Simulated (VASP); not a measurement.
# Ag (P6_3/mmc) in VASP: density of states with PBE

Aim: the density of states of Ag with PBE.

Program: VASP 6.6.1. These are calculated values, not measurements. Logs are shortened: lines on timing, memory, paths and dates and some standing lists are left out, and cuts for length are marked.

## 1. The cell of the first run

The structure is hexagonal, space group P6_3/mmc (No. 194). The conventional cell has a = 2.930 Å, b = 2.930 Å, c = 4.790 Å, α = 90.00°, β = 90.00°, γ = 120.00°. Ag (site symmetry -6m2) has 12 Ag at 2.93 Å within 3.9 Å.

## 2. Density of states, PBE

POSCAR reads:

```
Ag
1.0
    2.9300000000      0.0000000000      0.0000000000
   -1.4650000000      2.5374544331      0.0000000000
    0.0000000000      0.0000000000      4.7900000000
Ag
2
Direct
    0.3333333333      0.6666666667      0.2500000000
    0.6666666667      0.3333333333      0.7500000000
```

INCAR.step1 reads:

```
SYSTEM = Ag
  PREC = Accurate
  ENCUT = 520
  EDIFF = 1E-6
  ISMEAR = 0
  SIGMA = 0.05
  LREAL = .FALSE.
  LASPH = .TRUE.
  NELM = 60
  ALGO = Normal
  ISIF = 2
  LWAVE = .FALSE.
  LCHARG = .TRUE.
  LMAXMIX = 4
  GGA = PE
  NBANDS = 18
```

KPOINTS.step1 reads:

```
Automatic mesh
0
G
  15 15 8
  0 0 0
```

INCAR.step2 reads:

```
SYSTEM = Ag
  PREC = Accurate
  ENCUT = 520
  EDIFF = 1E-6
  ISMEAR = -5
  SIGMA = 0.05
  LREAL = .FALSE.
  LASPH = .TRUE.
  NELM = 60
  ALGO = Normal
  ISIF = 2
  LWAVE = .FALSE.
  LCHARG = .FALSE.
  LMAXMIX = 4
  GGA = PE
  LORBIT = 10
  NBANDS = 18
  NEDOS = 2001
  ICHARG = 11
```

KPOINTS.step2 reads:

```
Automatic mesh
0
G
  23 23 12
  0 0 0
```

Potentials or basis: VASP PAW PBE potentials, release 64 (Ag).

On the command line:

```
cat potpaw_PBE.64/Ag/POTCAR > POTCAR
cp INCAR.step1 INCAR
cp KPOINTS.step1 KPOINTS
mpirun -np 1 vasp_std > vasp.out
cp INCAR.step2 INCAR
cp KPOINTS.step2 KPOINTS
mpirun -np 1 vasp_std > vasp.out
```

OUTCAR:

```text
SYSTEM = Ag
   PREC = Accurate
   ENCUT = 520
   EDIFF = 1E-6
   ISMEAR = -5
   LREAL = .FALSE.
   LASPH = .TRUE.
   NELM = 60
   ISIF = 2
   GGA = PE
   LORBIT = 10
   ICHARG = 11

 ion  position               nearest neighbor table
   1  0.333  0.667  0.250-   2 2.93   2 2.93   2 2.93   2 2.93   2 2.93   2 2.93
   2  0.667  0.333  0.750-   1 2.93   1 2.93   1 2.93   1 2.93   1 2.93   1 2.93

  LATTYP: Found a hexagonal cell.
 ALAT       =     2.9300000000
 C/A-ratio  =     1.6348122867

  Lattice vectors:

 A1 = (   2.9300000000,   0.0000000000,   0.0000000000)
 A2 = (  -1.4650000000,   2.5374544331,   0.0000000000)
 A3 = (   0.0000000000,   0.0000000000,   4.7900000000)

Analysis of symmetry for initial positions (statically):
=====================================================================
 Subroutine PRICEL returns:
 Original cell was already a primitive cell.

 Routine SETGRP: Setting up the symmetry group for a
 hexagonal supercell.

 Subroutine GETGRP returns: Found 24 space group operations
 (whereof 12 operations were pure point group operations)
 out of a pool of 24 trial point group operations.

The static configuration has the point symmetry D_3d.
 The point group associated with its full space group is D_6h.

Analysis of symmetry for dynamics (positions and initial velocities):
=====================================================================
 Subroutine PRICEL returns:
 Original cell was already a primitive cell.

 Routine SETGRP: Setting up the symmetry group for a
 hexagonal supercell.

 Subroutine GETGRP returns: Found 24 space group operations
 (whereof 12 operations were pure point group operations)
 out of a pool of 24 trial point group operations.

The dynamic configuration has the point symmetry D_3d.
 The point group associated with its full space group is D_6h.

 Subroutine INISYM returns: Found 24 space group operations
 (whereof 12 operations are pure point group operations),
 and found     1 'primitive' translations

----------------------------------------------------------------------------------------

                                     Primitive cell

  volume of cell :      35.6124

  direct lattice vectors                    reciprocal lattice vectors
     2.930000000  0.000000000  0.000000000     0.341296928  0.197047873  0.000000000
    -1.465000000  2.537454433  0.000000000     0.000000000  0.394095747  0.000000000
     0.000000000  0.000000000  4.790000000     0.000000000  0.000000000  0.208768267

  length of vectors
     2.930000000  2.930000000  4.790000000     0.394095747  0.394095747  0.208768267

  position of ions in fractional coordinates (direct lattice)
     0.333333333  0.666666667  0.250000000
     0.666666667  0.333333333  0.750000000

  ion indices of the primitive-cell ions
   primitive index   ion index
                 1           1
                 2           2

----------------------------------------------------------------------------------------

 KPOINTS: Automatic mesh

Automatic generation of k-mesh.
 Grid dimensions read from file:
 generate k-points for:   23   23   12

 Generating k-lattice:

  Cartesian coordinates                     Fractional coordinates (reciprocal lattice)
     0.014838997  0.008567299  0.000000000     0.043478261  0.000000000  0.000000000
     0.000000000  0.017134598  0.000000000     0.000000000  0.043478261  0.000000000
     0.000000000  0.000000000  0.017397356     0.000000000  0.000000000  0.083333333

  Length of vectors
     0.017134598  0.017134598  0.017397356

  Shift w.r.t. Gamma in fractional coordinates (k-lattice)
     0.000000000  0.000000000  0.000000000

 TETIRR: Found   6486 inequivalent tetrahedra from    38088

 Subroutine IBZKPT returns following result:
 ===========================================

 Found    392 irreducible k-points:

 Following reciprocal coordinates:
            Coordinates               Weight
  0.000000  0.000000  0.000000      1.000000
  0.043478 -0.000000  0.000000      6.000000
  0.086957  0.000000  0.000000      6.000000
  0.130435  0.000000  0.000000      6.000000
  0.173913  0.000000  0.000000      6.000000
  0.217391  0.000000  0.000000      6.000000
[... 16 lines left out ...]
  0.478261  0.043478  0.000000      6.000000
  0.086957  0.086957  0.000000      6.000000
 [... further k-points ...]
   k-points           NKPTS =    392   k-points in BZ     NKDIM =    392   number of bands    NBANDS=     18
   number of dos      NEDOS =   2001   number of ions     NIONS =      2
   total plane-waves  NPLWV =  20736
   dimension x,y,z NGX =    24 NGY =   24 NGZ =   36
   dimension x,y,z NGXF=    48 NGYF=   48 NGZF=   72
   ions per type =               2
   NGX,Y,Z   is equivalent  to a cutoff of  13.62, 13.62, 12.49 a.u.
   NGXF,Y,Z  is equivalent  to a cutoff of  27.23, 27.23, 24.99 a.u.
 SYSTEM =  Ag
   PREC   = accura    normal or accurate (medium, high low for compatibility)
   ISTART =      0    job   : 0-new  1-cont  2-samecut
   ICHARG =     11    charge: 1-file 2-atom 10-const
   ISPIN  =      1    spin polarized calculation?
   LNONCOLLINEAR =      F non collinear calculations
   LSORBIT =      F    spin-orbit coupling
   LASPH  =      T    aspherical Exc in radial PAW
   ENCUT  =  520.0 eV  38.22 Ry    6.18 a.u.   5.45  5.45  8.91*2*pi/ulx,y,z
   NELM   =     60;   NELMIN=  2; NELMDL=  0     # of ELM steps
   EDIFF  = 0.1E-05   stopping-criterion for ELM
   LREAL  =      F    real-space projection
   EDIFFG = 0.1E-04   stopping-criterion for IOM
   NSW    =      0    number of steps for IOM
   IBRION =     -1    ionic relax: 0-MD 1-quasi-New 2-CG
   NFREE  =      0    steps in history (QN), initial steepest desc. (CG)
   ISIF   =      2    stress and relaxation
   ISYM   =      2    0-nonsym 1-usesym 2-fastsym
   POTIM  = 0.5000    time-step for ionic-motion
   TEBEG  =    0.0;   TEEND  =   0.0 temperature during run
   PSTRESS=    0.0 pullay stress
   NELECT =      22.0000    total number of electrons
   NUPDOWN=      -1.0000    fix difference up-down
   EMIN   =  10.00;   EMAX   =-10.00  energy-range for DOS
   EFERMI =   0.00;   METHOD = LEGACY
   ISMEAR =    -5;   SIGMA  =   0.05  broadening in eV -4-tet -1-fermi 0-gaus
   EFERMI_NEDOS =   21; number of points for ismear=-14 and -15
   IALGO  =     38    algorithm
   IMIX   =      4    mixing-type and parameters
     AMIX     =   0.40;   BMIX     =  1.00
     AMIX_MAG =   1.60;   BMIX_MAG =  1.00
  volume/ion in A,a.u.               =      17.81       120.16
  Fermi-wavevector in a.u.,A,eV,Ry     =   1.394275  2.634799 26.449782  1.944004
  Thomas-Fermi vector in A             =   2.517840
   LORBIT       =     10    0 simple, 1 ext, 2 COOP (PROOUT), +10 PAW based schemes
   GGA     = PE    functional components
   LHFCALC =     F    Hartree Fock is set to
   AEXX    =    0.0000 exact exchange contribution
   IVDW    =     0    specifies the selected vdW correction
   LEPSILON=     F    determine dielectric tensor
   LRPA    =     F    only Hartree local field effects (RPA)
 non-spin polarized calculation
 Fermi weights with tetrahedron method with Bloechl corrections
  energy-cutoff  :      520.00
  volume of cell :       35.61
 maximum number of plane-waves:       990
 NGX is ok and might be reduce to    24

 number of electron      22.0000005 magnetization

 Free energy of the ion-electron system (eV)
  ---------------------------------------------------
  ext. energy  EPLUGINS =         0.00000000
  ---------------------------------------------------
  free energy    TOTEN  =        -5.42763039 eV

  energy without entropy =       -5.42763039  energy(sigma->0) =       -5.42763039

 E-fermi :   7.8793     XC(G=0): -11.9524

 val. band max:        7.8637640551   @ k =   0.3913   0.1304   0.0000
 cond. band min:       7.7792134470   @ k =   0.3913   0.0435   0.5000
 fundamental gap:     -0.0845506081
 Fermi energy:         7.8793488248

 k-point     1 :       0.0000    0.0000    0.0000
  band No.  band energies     occupation
      1       0.3868      2.00000
      2       1.7049      2.00000
      3       3.1790      2.00000
      4       3.2646      2.00000
      5       3.2646      2.00000
      6       3.4835      2.00000
[... 10 lines left out ...]
     17      25.6274      0.00000
     18      25.6275      0.00000

 k-point     2 :       0.0435   -0.0000    0.0000
  band No.  band energies     occupation
      1       0.4378      2.00000
      2       1.7344      2.00000
      3       3.1392      2.00000
      4       3.2907      2.00000
      5       3.3025      2.00000
      6       3.4731      2.00000
[... 10 lines left out ...]
     17      25.2837      0.00000
     18      25.9779      0.00000

 k-point     3 :       0.0870    0.0000    0.0000
  band No.  band energies     occupation
      1       0.5884      2.00000
      2       1.8182      2.00000
      3       3.0663      2.00000
      4       3.3673      2.00000
      5       3.3680      2.00000
      6       3.4525      2.00000
[... 10 lines left out ...]
     17      25.4259      0.00000
     18      26.2940      0.00000

 k-point     4 :       0.1304    0.0000    0.0000
  band No.  band energies     occupation
      1       0.8300      2.00000
      2       1.9400      2.00000
      3       2.9865      2.00000
      4       3.3715      2.00000
      5       3.4927      2.00000
      6       3.5095      2.00000
[... 375 lines left out ...]
      4       3.1885      2.00000
      5       3.5010      2.00000
      6       3.6642      2.00000
[... 10 lines left out ...]
     17      18.3079      0.00000
     18      23.4239      0.00000

 k-point    23 :       0.4783    0.0435    0.0000
  band No.  band energies     occupation
      1       1.7898      2.00000
      2       2.1049      2.00000
      3       2.1113      2.00000
      4       3.1801      2.00000
      5       3.4896      2.00000
      6       3.6817      2.00000
[... 10 lines left out ...]
     17      18.0047      0.00000
     18      23.3650      0.00000

 k-point    24 :       0.0870    0.0870    0.0000
  band No.  band energies     occupation
      1       0.9711      2.00000
      2       2.0107      2.00000
      3       2.9294      2.00000
      4       3.3818      2.00000
      5       3.4932      2.00000
      6       3.5306      2.00000
[... 10 lines left out ...]
     17      25.6440      0.00000
     18      25.8249      0.00000

 [... further k-points ...]
[... 5 lines left out ...]
  --------------------------------------------------------------------------------------
  -------------------------------------------------------------------------------------
  Total        0.0581313      0.0581313      0.2978581      0.0000000      0.0000000      0.0000000
  in kB        2.6152842      2.6152842     13.4004257      0.0000000      0.0000000      0.0000000
  external PRESSURE =       6.2103314 kB  Pullay stress =       0.0000000 kB

 VOLUME and BASIS-vectors are now :
 -----------------------------------------------------------------------------
  energy-cutoff  :      520.00
  volume of cell :       35.61
      direct lattice vectors                 reciprocal lattice vectors
     2.930000000  0.000000000  0.000000000     0.341296928  0.197047873  0.000000000
    -1.465000000  2.537454433  0.000000000     0.000000000  0.394095747  0.000000000
     0.000000000  0.000000000  4.790000000     0.000000000  0.000000000  0.208768267

 POSITION                                       TOTAL-FORCE (eV/Angst)
 -----------------------------------------------------------------------------------
     -0.00000      1.69164      1.19750        -0.000000      0.000000      0.000000
      1.46500      0.84582      3.59250         0.000000     -0.000000      0.000000
 -----------------------------------------------------------------------------------
    total drift:                               -0.000000      0.000000     -0.000000

  FREE ENERGIE OF THE ION-ELECTRON SYSTEM (eV)
  ---------------------------------------------------
  free  energy   TOTEN  =        -5.4276303866 eV

  energy  without entropy=       -5.4276303866  energy(sigma->0) =       -5.42763039

 total charge

# of ion       s       p       d       tot
------------------------------------------
    1        0.409   0.271   9.159   9.839
    2        0.409   0.271   9.159   9.839
--------------------------------------------------
tot          0.817   0.543  18.318  19.678
```

Wall time 54 s (1 thread of Intel Xeon 6975P-C (Granite Rapids), shared host); peak memory 0.31 GiB.

What came out:

* Valence electrons inside the program's atomic spheres: Ag 9.84

Caveat: tetrahedron occupations give inexact forces and stress in metals.
